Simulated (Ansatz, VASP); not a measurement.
Ta in VASP and in Ansatz

```
Ta
1.0
     2.93684    0.00000    0.00000
    -1.46842    2.54338    0.00000
     0.00000    0.00000    5.21866
Ta
2
Direct
  0.33333 0.66667 0.25000
  0.66667 0.33333 0.75000
```

Alike in both runs: task single point; functional PBE; k mesh 20 × 20 × 10; occupations fermi-dirac, width 0.1 eV; no spin polarisation.

|  | VASP | Ansatz |
| --- | --- | --- |
| version | VASP 6.6.1 | Ansatz 0.2.0 |
| potentials or method | VASP PAW PBE potentials, release 64 (Ta_pv), cutoff 520 eV | plane waves (420 eV) with PAW, scalar-relativistic |
| valence electrons in the cell | 22 | 26 |

|  | VASP | Ansatz | Ansatz less VASP |
| --- | --- | --- | --- |
| pressure (GPa) | -6.6 | -6.7 | -0.02 |
| traceless stress, the component that is largest in VASP (GPa) | 0.07 | 0.05 | -0.021 |

VASP's potentials hold 22 valence electrons a cell and Ansatz's 26, so a difference there can come from the potentials and not from the codes.

Neither program's run includes spin-orbit coupling.
